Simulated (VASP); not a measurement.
Runs of VASP 6.6.1 on KBr. The structure is that of space group Fm-3m (No. 225), or close to it. The cells are those of the table. 

```tsv
level	cell	k mesh	gap on the mesh (eV)	pressure (GPa)
PBE	a = 4.670 Å, angles 60.0°, 2 atoms	4 × 4 × 4	4.43	0.7
PBE	a = 4.748 Å, angles 58.9°, 2 atoms	4 × 4 × 4	4.34	0.3
PBE	a = 4.683 Å, angles 59.5°, 2 atoms	4 × 4 × 4	4.43	(b)
r2SCAN	a = 4.683 Å, angles 59.5°, 2 atoms	6 × 6 × 6	5.07	0.1
r2SCAN	a = 4.628, b = 4.628, c = 4.553 Å, angles 60.5, 60.5, 58.9°, 2 atoms	6 × 6 × 6	(a)	(c)
```

Alike in all rows: task single point; potentials or basis VASP PAW PBE potentials, release 64 (K_sv, Br); no spin polarisation; cutoff (eV) 520; smearing gaussian 0.01 eV.

Q: Estimate the missing entries.

A: (a) 5.19; (b) 0.8; (c) 0.9.

Caveats: the PAW data sets were made with another functional, which shifts forces and pressure a little (at least some runs).

A k mesh can miss the band edges, and the runs leave out spin-orbit coupling on Br.
